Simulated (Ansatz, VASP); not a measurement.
# SnSe in VASP and in Ansatz

```
CELL_PARAMETERS angstrom
0.00000 2.96932 2.96932
2.96932 0.00000 2.96932
2.96932 2.96932 0.00000
ATOMIC_POSITIONS crystal
Sn 0.00000 0.00000 0.00000
Se 0.50000 0.50000 0.50000
```

Change from the starting cell: volume scaled by 0.96, ions relaxed.

Alike in both runs: functional PBE; k mesh 13 × 13 × 13; occupations fermi-dirac, width 0.02 eV; no spin polarisation.

Ansatz relaxed the structure, and its values are those at the end. VASP's run is a single point on that final structure, the one shown.

```csv
,VASP,Ansatz
version,VASP 6.6.1,Ansatz 0.2.0
potentials or method,"VASP PAW PBE potentials, release 64 (Sn_d, Se)","plane-wave PAW, scalar-relativistic"
plane-wave cutoff (eV),500,420
valence electrons in the cell,20,30
```

|  | VASP | Ansatz | Ansatz less VASP |
| --- | --- | --- | --- |
| pressure (GPa) | 3.4 | 3.4 | +0.01 |

VASP's potentials hold 20 valence electrons a cell and Ansatz's 30, so a difference there can come from the potentials and not from the codes. Ansatz's warnings: stress scf threshold loose.
